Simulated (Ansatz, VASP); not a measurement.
## ZnO: VASP beside Ansatz

The input INCAR:

```
PREC = Accurate
ENCUT = 520
EDIFF = 1E-7
ISMEAR = 0
SIGMA = 0.05
LREAL = False
LASPH = True
NELM = 80
ALGO = Normal
ISIF = 2
LWAVE = False
LCHARG = True
LELF = True
LVHAR = True
NBANDS = 26
```

KPOINTS

```
regular mesh
0
Gamma
  12 12 6
```

The input POSCAR:

```
ZnO
1.0
    3.1871780739      0.0000000000      0.0000000000
   -1.5935890369      2.7601771784      0.0000000000
    0.0000000000      0.0000000000      5.1531926628
Zn O
2 2
Direct
    0.3333333333      0.6666666667      0.0018514197
    0.6666666667      0.3333333333      0.5018514197
    0.3333333333      0.6666666667      0.3350338920
    0.6666666667      0.3333333333      0.8350338920
```

Input for Ansatz:

```yaml
crystal:
  lattice:
    - [3.1871780739, 0.0, 0.0]
    - [-1.5935890369, 2.7601771784, 0.0]
    - [0.0, 0.0, 5.1531926628]
  atoms:
    - { symbol: Zn, position: [0.3333333333, 0.6666666667, 0.0018514197] }
    - { symbol: Zn, position: [0.6666666667, 0.3333333333, 0.5018514197] }
    - { symbol: O, position: [0.3333333333, 0.6666666667, 0.335033892] }
    - { symbol: O, position: [0.6666666667, 0.3333333333, 0.835033892] }
basis:
  ecutwfc: 520.0
kpoints:
  mp_grid: { grid: [12, 12, 6] }
hamiltonian:
  xc: lda
  pseudopotentials: { kind: paw, azcp: { folder: soft_1 } }
scf:
  occupations: { method: gaussian, width: 0.05 }
output:
  forces: true
  stress: true
  eigenvalues: true
  write_density: true
  write_potential: true
  elf: true
  volumetric_format: npy
```

Alike in both runs: task single point; functional LDA; k mesh 12 × 12 × 6; occupations gaussian, width 0.05 eV; no spin polarisation.

|  | VASP | Ansatz |
| --- | --- | --- |
| version | VASP 6.6.1 | Ansatz 0.2.0 |
| potentials or method | VASP PAW LDA potentials, release 64 (Zn, O), cutoff 520 eV | scalar-relativistic, plane waves, PAW |
| valence electrons in the cell | 36 | 36 |

Ansatz gave:

```
gap on the k mesh at the Fermi level (eV)                     : 1.02
least direct gap on the mesh (eV)                             : 1.02
pressure (GPa)                                                : 7.1
traceless stress, the component that is largest in VASP (GPa) : 28.68
rms of the force components (eV/Å)                            : 2.086
```

Problem. Estimate VASP's values.

Solution. gap on the k mesh at the Fermi level (eV): 1.03; least direct gap on the mesh (eV): 1.03; pressure (GPa): 8.6; traceless stress, the component that is largest in VASP (GPa): 30.32; rms of the force components (eV/Å): 2.187.

Ansatz warns that its potentials were made for another functional, while VASP's fit it. LDA's correlation is that of Perdew and Zunger in VASP and of Perdew and Wang (1992) in Ansatz. Atom by atom the forces differ by 0.101 eV/Å (rms over components).
